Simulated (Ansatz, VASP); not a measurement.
## One calculation of NaH, two programs

```
Na H
1.0
     0.00000    2.39737    2.39737
     2.39737    0.00000    2.39737
     2.39737    2.39737    0.00000
Na H
1 1
Direct
  0.00000 0.00000 0.00000
  0.50000 0.50000 0.50000
```

Alike in both runs: functional r2SCAN; k mesh 10 × 10 × 10; occupations fermi-dirac, width 0.02 eV; no spin polarisation.

Ansatz relaxed the structure, and its values are those at the end. VASP's run is a single point on that final structure, the one shown.

```csv
,VASP,Ansatz
version,VASP 6.6.1,Ansatz 0.2.0
potentials or method,"VASP PAW PBE potentials, release 64 (Na_pv, H), cutoff 520 eV",PAW plane waves
valence electrons in the cell,8,10
```

Ansatz gave:

- gap on the k mesh at the Fermi level (eV): 4.42
- pressure (GPa): 0.0

Question: Which values does VASP return?

Answer: gap on the k mesh at the Fermi level (eV): 4.43; pressure (GPa): -0.3.

VASP's potentials were made for PBE, not for r2SCAN. VASP's potentials hold 8 valence electrons a cell and Ansatz's 10, so a difference there can come from the potentials and not from the codes.
